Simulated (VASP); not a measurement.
# Ni2H (P3m1) in VASP: notebook

Runs on Ni2H. Level: PBEsol. Tasks: single point.

Everything below comes from runs of VASP 6.6.1. Logs are shortened: lines on timing, memory, paths and dates and some standing lists are left out, and cuts for length are marked.

### 1 The cell of the first run

The typed cell holds 3 atoms: a = 2.643 Å, b = 2.643 Å, c = 4.308 Å, α = 90.00°, β = 90.00°, γ = 120.00°.

### 2 Single point, PBEsol, collinear spin, ferromagnetic start

Contents of INCAR:

```
SYSTEM = Ni2H
PREC = Accurate ; ENCUT = 520
EDIFF = 1E-6 ; ISMEAR = -1
SIGMA = 0.05 ; LREAL = .False.
LASPH = .True. ; NELM = 150
ALGO = Normal ; ISIF = 2
LWAVE = .False. ; LCHARG = .True.
ISPIN = 2 ; MAGMOM = 1.05 1.05 0
LORBIT = 11 ; NUPDOWN = 2.1
LMAXMIX = 4 ; GGA = PS
LELF = .True. ; LVHAR = .True.
NBANDS = 22
```

Contents of KPOINTS:

```
regular mesh
0
Gamma
  12 12 6
  0 0 0
```

Contents of POSCAR:

```
Ni2H
1.0
    2.6430021000      0.0000000000      0.0000000000
   -1.3215010500      2.2889069600      0.0000000000
    0.0000000000      0.0000000000      4.3080000000
Ni H
2 1
Direct
    0.3333333300      0.6666666700      0.2610000000
    0.6666666700      0.3333333300      0.7960000000
    0.0000000000      0.0000000000      0.0280000000
```

Potentials or basis: VASP PAW PBE potentials, release 64 (Ni, H).

Run with:

```bash
cat potpaw_PBE.64/Ni/POTCAR potpaw_PBE.64/H/POTCAR > POTCAR
mpirun -np 1 vasp_std > vasp.out
```

OUTCAR:

```text
SYSTEM = Ni2H
   PREC = Accurate
   ENCUT = 520
   EDIFF = 1E-6
   ISMEAR = -1
   LREAL = .False.
   LASPH = .True.
   NELM = 150
   ISIF = 2
   ISPIN = 2
   LORBIT = 11
   NUPDOWN = 2.1
   GGA = PS

 ion  position               nearest neighbor table
   1  0.333  0.667  0.261-   3 1.83   3 1.83   3 1.83   2 2.52   2 2.52   2 2.52   2 2.76   2 2.76
                             2 2.76
   2  0.667  0.333  0.796-   3 1.82   3 1.82   3 1.82   1 2.52   1 2.52   1 2.52   1 2.76   1 2.76
                             1 2.76
   3  0.000  0.000  0.028-   2 1.82   2 1.82   2 1.82   1 1.83   1 1.83   1 1.83

  LATTYP: Found a hexagonal cell.
 ALAT       =     2.6430021000
 C/A-ratio  =     1.6299646527

  Lattice vectors:

 A1 = (   2.6430021000,   0.0000000000,   0.0000000000)
 A2 = (  -1.3215010500,   2.2889069600,   0.0000000000)
 A3 = (   0.0000000000,   0.0000000000,   4.3080000000)

Analysis of symmetry for initial positions (statically):
=====================================================================
 Subroutine PRICEL returns:
 Original cell was already a primitive cell.

 Routine SETGRP: Setting up the symmetry group for a
 hexagonal supercell.

 Subroutine GETGRP returns: Found  6 space group operations
 (whereof  6 operations were pure point group operations)
 out of a pool of 24 trial point group operations.

The static configuration has the point symmetry C_3v.

Analysis of symmetry for dynamics (positions and initial velocities):
=====================================================================
 Subroutine PRICEL returns:
 Original cell was already a primitive cell.

 Routine SETGRP: Setting up the symmetry group for a
 hexagonal supercell.

 Subroutine GETGRP returns: Found  6 space group operations
 (whereof  6 operations were pure point group operations)
 out of a pool of 24 trial point group operations.

The dynamic configuration has the point symmetry C_3v.

Analysis of structural, dynamic, and magnetic symmetry:
=====================================================================
 Subroutine PRICEL returns:
 Original cell was already a primitive cell.

 Routine SETGRP: Setting up the symmetry group for a
 hexagonal supercell.

 Subroutine GETGRP returns: Found  6 space group operations
 (whereof  6 operations were pure point group operations)
 out of a pool of 24 trial point group operations.

The overall configuration has the point symmetry C_3v.

 Subroutine INISYM returns: Found  6 space group operations
 (whereof  6 operations are pure point group operations),
 and found     1 'primitive' translations

----------------------------------------------------------------------------------------

                                     Primitive cell

  volume of cell :      26.0616

  direct lattice vectors                    reciprocal lattice vectors
     2.643002100  0.000000000  0.000000000     0.378357626  0.218444877  0.000000000
    -1.321501050  2.288906960  0.000000000     0.000000000  0.436889755  0.000000000
     0.000000000  0.000000000  4.308000000     0.000000000  0.000000000  0.232126277

  length of vectors
     2.643002100  2.643002099  4.308000000     0.436889754  0.436889755  0.232126277

  position of ions in fractional coordinates (direct lattice)
     0.333333330  0.666666670  0.261000000
     0.666666670  0.333333330  0.796000000
     0.000000000  0.000000000  0.028000000

  ion indices of the primitive-cell ions
   primitive index   ion index
                 1           1
                 2           2
                 3           3

----------------------------------------------------------------------------------------

 KPOINTS: regular mesh

Automatic generation of k-mesh.
 Grid dimensions read from file:
 generate k-points for:   12   12    6

 Generating k-lattice:

  Cartesian coordinates                     Fractional coordinates (reciprocal lattice)
     0.031529802  0.018203740  0.000000000     0.083333333  0.000000000  0.000000000
     0.000000000  0.036407480  0.000000000     0.000000000  0.083333333  0.000000000
     0.000000000  0.000000000  0.038687713     0.000000000  0.000000000  0.166666667

  Length of vectors
     0.036407480  0.036407480  0.038687713

  Shift w.r.t. Gamma in fractional coordinates (k-lattice)
     0.000000000  0.000000000  0.000000000

 Subroutine IBZKPT returns following result:
 ===========================================

 Found    100 irreducible k-points:

 Following reciprocal coordinates:
            Coordinates               Weight
  0.000000  0.000000  0.000000      1.000000
  0.083333  0.000000  0.000000      6.000000
  0.166667 -0.000000  0.000000      6.000000
  0.250000 -0.000000  0.000000      6.000000
  0.333333 -0.000000  0.000000      6.000000
  0.416667 -0.000000  0.000000      6.000000
[... 16 lines left out ...]
  0.166667 -0.000000  0.166667      6.000000
  0.000000  0.166667  0.166667      6.000000
 [... further k-points ...]
   k-points           NKPTS =    100   k-points in BZ     NKDIM =    100   number of bands    NBANDS=     22
   number of dos      NEDOS =    301   number of ions     NIONS =      3
   total plane-waves  NPLWV =  12800
   dimension x,y,z NGX =    20 NGY =   20 NGZ =   32
   dimension x,y,z NGXF=    40 NGYF=   40 NGZF=   64
   ions per type =               2   1
   NGX,Y,Z   is equivalent  to a cutoff of  12.58, 12.58, 12.35 a.u.
   NGXF,Y,Z  is equivalent  to a cutoff of  25.16, 25.16, 24.70 a.u.
 SYSTEM =  Ni2H
   PREC   = accura    normal or accurate (medium, high low for compatibility)
   ISTART =      0    job   : 0-new  1-cont  2-samecut
   ICHARG =      2    charge: 1-file 2-atom 10-const
   ISPIN  =      2    spin polarized calculation?
   LNONCOLLINEAR =      F non collinear calculations
   LSORBIT =      F    spin-orbit coupling
   LASPH  =      T    aspherical Exc in radial PAW
   ENCUT  =  520.0 eV  38.22 Ry    6.18 a.u.   4.91  4.91  8.01*2*pi/ulx,y,z
   NELM   =    150;   NELMIN=  2; NELMDL= -5     # of ELM steps
   EDIFF  = 0.1E-05   stopping-criterion for ELM
   LREAL  =      F    real-space projection
   EDIFFG = 0.1E-04   stopping-criterion for IOM
   NSW    =      0    number of steps for IOM
   IBRION =     -1    ionic relax: 0-MD 1-quasi-New 2-CG
   NFREE  =      0    steps in history (QN), initial steepest desc. (CG)
   ISIF   =      2    stress and relaxation
   ISYM   =      2    0-nonsym 1-usesym 2-fastsym
   POTIM  = 0.5000    time-step for ionic-motion
   TEBEG  =    0.0;   TEEND  =   0.0 temperature during run
   PSTRESS=    0.0 pullay stress
   NELECT =      21.0000    total number of electrons
   NUPDOWN=       2.1000    fix difference up-down
   EMIN   =  10.00;   EMAX   =-10.00  energy-range for DOS
   EFERMI =   0.00;   METHOD = LEGACY
   ISMEAR =    -1;   SIGMA  =   0.05  broadening in eV -4-tet -1-fermi 0-gaus
   EFERMI_NEDOS =   21; number of points for ismear=-14 and -15
   IALGO  =     38    algorithm
   IMIX   =      4    mixing-type and parameters
     AMIX     =   0.40;   BMIX     =  1.00
     AMIX_MAG =   1.60;   BMIX_MAG =  1.00
  volume/ion in A,a.u.               =       8.69        58.62
  Fermi-wavevector in a.u.,A,eV,Ry     =   1.523401  2.878810 31.575716  2.320750
  Thomas-Fermi vector in A             =   2.631849
   LORBIT       =     11    0 simple, 1 ext, 2 COOP (PROOUT), +10 PAW based schemes
   GGA     = PS    functional components
   LHFCALC =     F    Hartree Fock is set to
   AEXX    =    0.0000 exact exchange contribution
   IVDW    =     0    specifies the selected vdW correction
   LEPSILON=     F    determine dielectric tensor
   LRPA    =     F    only Hartree local field effects (RPA)
 spin polarized calculation
  energy-cutoff  :      520.00
  volume of cell :       26.06
 maximum number of plane-waves:       732
   NGX =  9   NGY =  9   NGZ = 17

 number of electron      20.9999991 magnetization       2.0999999

 Free energy of the ion-electron system (eV)
  ---------------------------------------------------
  ext. energy  EPLUGINS =         0.00000000
  ---------------------------------------------------
  free energy    TOTEN  =       -14.88163488 eV

  energy without entropy =      -14.83960086  energy(sigma->0) =      -14.86061787

 E-fermi :   7.5660     XC(G=0): -12.8050

 val. band max:        9.2648626533   @ k =   0.2500   0.0833   0.1667
 cond. band min:       7.5667225877   @ k =   0.0833   0.0000   0.1667
 fundamental gap:     -1.6981400656
 Fermi energy:         9.2761952037

 spin component 1

 k-point     1 :       0.0000    0.0000    0.0000
  band No.  band energies     occupation
      1      -3.1922      1.00000
      2       3.0218      1.00000
      3       5.1426      1.00000
      4       5.1438      1.00000
      5       5.1438      1.00000
      6       5.3534      1.00000
[... 14 lines left out ...]
     21      32.0096      0.00000
     22      34.5054      0.00000

 k-point     2 :       0.0833    0.0000    0.0000
  band No.  band energies     occupation
      1      -3.0100      1.00000
      2       3.1534      1.00000
      3       4.7286      1.00000
      4       5.2165      1.00000
      5       5.2671      1.00000
      6       5.3408      1.00000
[... 14 lines left out ...]
     21      31.4853      0.00000
     22      33.4891      0.00000

 k-point     3 :       0.1667   -0.0000    0.0000
  band No.  band energies     occupation
      1      -2.4826      1.00000
      2       3.4922      1.00000
      3       4.2125      1.00000
      4       4.9976      1.00000
      5       5.2369      1.00000
      6       5.3389      1.00000
[... 14 lines left out ...]
     21      31.9899      0.00000
     22      32.2442      0.00000
[... 476 lines left out ...]
 k-point    23 :       0.1667   -0.0000    0.1667
  band No.  band energies     occupation
      1      -2.3588      1.00000
      2       3.2137      1.00000
      3       4.2027      1.00000
      4       4.9046      1.00000
      5       5.2619      1.00000
      6       5.3297      1.00000
[... 14 lines left out ...]
     21      31.5188      0.00000
     22      33.1585      0.00000

 k-point    24 :       0.0000    0.1667    0.1667
  band No.  band energies     occupation
      1      -2.3667      1.00000
      2       3.2719      1.00000
      3       4.3383      1.00000
      4       4.8949      1.00000
      5       5.1355      1.00000
      6       5.3680      1.00000
[... 14 lines left out ...]
     21      30.4795      0.00000
     22      32.9280      0.00000

 [... further k-points ...]

 spin component 2

 k-point     1 :       0.0000    0.0000    0.0000
  band No.  band energies     occupation
      1      -3.0177      1.00000
      2       3.6451      1.00000
      3       5.6391      1.00000
      4       6.0796      1.00000
      5       6.0796      1.00000
      6       6.2761      1.00000
[... 14 lines left out ...]
     21      32.2614      0.00000
     22      34.7488      0.00000

 k-point     2 :       0.0833    0.0000    0.0000
  band No.  band energies     occupation
      1      -2.8348      1.00000
      2       3.7882      1.00000
      3       5.3070      1.00000
      4       6.0920      1.00000
      5       6.1551      1.00000
      6       6.2959      1.00000
[... 14 lines left out ...]
     21      31.7249      0.00000
     22      33.8205      0.00000

 k-point     3 :       0.1667   -0.0000    0.0000
  band No.  band energies     occupation
      1      -2.3040      1.00000
      2       4.1641      1.00000
      3       4.8291      1.00000
      4       5.8777      1.00000
      5       6.1869      1.00000
      6       6.3007      1.00000
[... 14 lines left out ...]
     21      32.2841      0.00000
     22      32.5249      0.00000
[... 476 lines left out ...]
 k-point    23 :       0.1667   -0.0000    0.1667
  band No.  band energies     occupation
      1      -2.1814      1.00000
      2       3.7168      1.00000
      3       4.9430      1.00000
      4       5.8169      1.00000
      5       6.2086      1.00000
      6       6.2788      1.00000
[... 14 lines left out ...]
     21      31.8368      0.00000
     22      33.3302      0.00000

 k-point    24 :       0.0000    0.1667    0.1667
  band No.  band energies     occupation
      1      -2.1885      1.00000
      2       3.7819      1.00000
      3       5.0423      1.00000
      4       5.7764      1.00000
      5       6.1081      1.00000
      6       6.3703      1.00000
[... 14 lines left out ...]
     21      30.7194      0.00000
     22      33.2215      0.00000

 [... further k-points ...]

------------------------ aborting loop because EDIFF is reached ----------------------------------------

  FORCE on cell =-STRESS in cart. coord.  units (eV):
  Direction    XX          YY          ZZ          XY          YZ          ZX
  --------------------------------------------------------------------------------------
  -------------------------------------------------------------------------------------
  Total       -1.8486895     -1.8486895     -1.8210998      0.0000000      0.0000000      0.0000000
  in kB     -113.6509877   -113.6509876   -111.9548715      0.0000000      0.0000000      0.0000000
  external PRESSURE =    -113.0856156 kB  Pullay stress =       0.0000000 kB

 VOLUME and BASIS-vectors are now :
 -----------------------------------------------------------------------------
  energy-cutoff  :      520.00
  volume of cell :       26.06
      direct lattice vectors                 reciprocal lattice vectors
     2.643002100  0.000000000  0.000000000     0.378357626  0.218444877  0.000000000
    -1.321501050  2.288906960  0.000000000     0.000000000  0.436889755  0.000000000
     0.000000000  0.000000000  4.308000000     0.000000000  0.000000000  0.232126277

 POSITION                                       TOTAL-FORCE (eV/Angst)
 -----------------------------------------------------------------------------------
     -0.00000      1.52594      1.12439         0.000000      0.000000      1.244522
      1.32150      0.76297      3.42917         0.000000     -0.000000     -1.248193
      0.00000      0.00000      0.12062        -0.000000     -0.000000      0.003671
 -----------------------------------------------------------------------------------
    total drift:                               -0.000000     -0.000000     -0.000018

  FREE ENERGIE OF THE ION-ELECTRON SYSTEM (eV)
  ---------------------------------------------------
  free  energy   TOTEN  =       -14.8816348785 eV

  energy  without entropy=      -14.8396008585  energy(sigma->0) =      -14.86061787

 total charge

# of ion       s       p       d       tot
------------------------------------------
    1        0.430   0.491   8.294   9.215
    2        0.430   0.491   8.295   9.217
    3        0.504   0.039   0.000   0.543
--------------------------------------------------
tot          1.365   1.021  16.589  18.975

 magnetization (x)

# of ion       s       p       d       tot
------------------------------------------
    1        0.014   0.039   0.957   1.010
    2        0.014   0.039   0.956   1.009
    3        0.015   0.001   0.000   0.016
--------------------------------------------------
tot          0.043   0.079   1.913   2.035
```

Wall time 3.6 min (1 thread of Oxide Virtual Turin-like, shared host); peak memory 0.17 GiB.

Results:

```
Free energy                                           : -14.8816 eV
Pressure                                              : -11.3 GPa
Largest force                                         : 1.248 eV/Å
Net moment                                            : 2.10 μB per cell
Site moments                                          : Ni +1.01; H +0.02 μB
Valence electrons inside the program's atomic spheres : Ni 9.21, 9.22; H 0.54
```

Forces in eV/Å, atoms in the order of the input:
```
Ni   0.000  0.000  1.245
Ni   0.000  0.000 -1.248
H    0.000  0.000  0.004
```

Caveat: the cell stands under tension; the PAW data sets were made with another functional, which shifts forces and pressure a little; the total moment is fixed, so each spin has its own Fermi level and the state may be an excited one.

### 3 Single point, PBEsol, collinear spin, ferromagnetic start

Contents of INCAR:

```
SYSTEM = Ni2H
PREC = Accurate
ENCUT = 520
EDIFF = 1E-7
ISMEAR = -1
SIGMA = 0.05
LREAL = .False.
LASPH = .True.
NELM = 150
ALGO = Normal
ISIF = 2
LWAVE = .False.
LCHARG = .False.
ISPIN = 2
MAGMOM = 0.2 0.2 0
LORBIT = 11
LMAXMIX = 4
GGA = PS
NBANDS = 22
```

Contents of KPOINTS:

```
Automatic mesh
0
Gamma
  12 12 6
  0 0 0
```

POSCAR is that of step 2.

Potentials or basis: VASP PAW PBE potentials, release 64 (Ni, H).

Run with:

```bash
cat potpaw_PBE.64/Ni/POTCAR potpaw_PBE.64/H/POTCAR > POTCAR
mpirun -np 1 vasp_std > vasp.out
```

Run time: 2.3 min. Hardware: 1 thread of Oxide Virtual Turin-like, shared host; peak memory 0.17 GiB.

The run converged. Its results:

- Free energy: -15.4008 eV
- Pressure: -16.8 GPa
- Largest force: 1.063 eV/Å
- Net moment: 0.51 μB per cell
- Site moments: Ni +0.26; H -0.00 μB
- Valence electrons inside the program's atomic spheres: Ni 9.25; H 0.53

Forces on the atoms (eV/Å):
```
Ni   0.000  0.000  1.060
Ni   0.000  0.000 -1.063
H    0.000  0.000  0.003
```

Stress tensor (GPa, compression positive):
```
-17.29   0.00   0.00
  0.00 -17.29   0.00
  0.00   0.00 -15.81
```

Levels at points of the mesh, in eV from the Fermi level:
Spin up:
```
           k point  band 7  band 8  band 9  band 10  band 11  band 12  band 13  band 14  band 15  band 16
(0.00, 0.00, 0.00)   -1.64   -1.64   -1.21    -1.21    -0.45    -0.45     4.18    13.56    20.74    20.74
(0.50, 0.00, 0.00)   -1.49   -0.40   -0.35    -0.23     0.34     2.06     7.52     7.66     7.82    10.84
(0.00, 0.00, 0.50)   -1.84   -1.84   -0.82    -0.82    -0.56    -0.56     9.02    12.45    15.18    20.88
(0.50, 0.00, 0.50)   -0.90   -0.83   -0.37    -0.29    -0.09     0.87     4.77     5.14    12.67    13.89
```
Spin down:
| k point | band 6 | band 7 | band 8 | band 9 | band 10 | band 11 | band 12 | band 13 | band 14 | band 15 |
| --- | --- | --- | --- | --- | --- | --- | --- | --- | --- | --- |
| (0.00, 0.00, 0.00) | -1.42 | -1.35 | -1.35 | -0.96 | -0.96 | -0.16 | -0.16 | 4.35 | 13.55 | 20.79 |
| (0.50, 0.00, 0.00) | -1.62 | -1.24 | -0.12 | -0.09 | 0.09 | 0.60 | 2.23 | 7.57 | 7.74 | 7.88 |
| (0.00, 0.00, 0.50) | -1.72 | -1.56 | -1.56 | -0.57 | -0.57 | -0.26 | -0.26 | 9.05 | 12.52 | 15.19 |
| (0.50, 0.00, 0.50) | -1.03 | -0.65 | -0.63 | -0.09 | 0.01 | 0.17 | 0.97 | 4.89 | 5.29 | 12.69 |

Caveat: the cell stands under tension; the PAW data sets were made with another functional, which shifts forces and pressure a little.
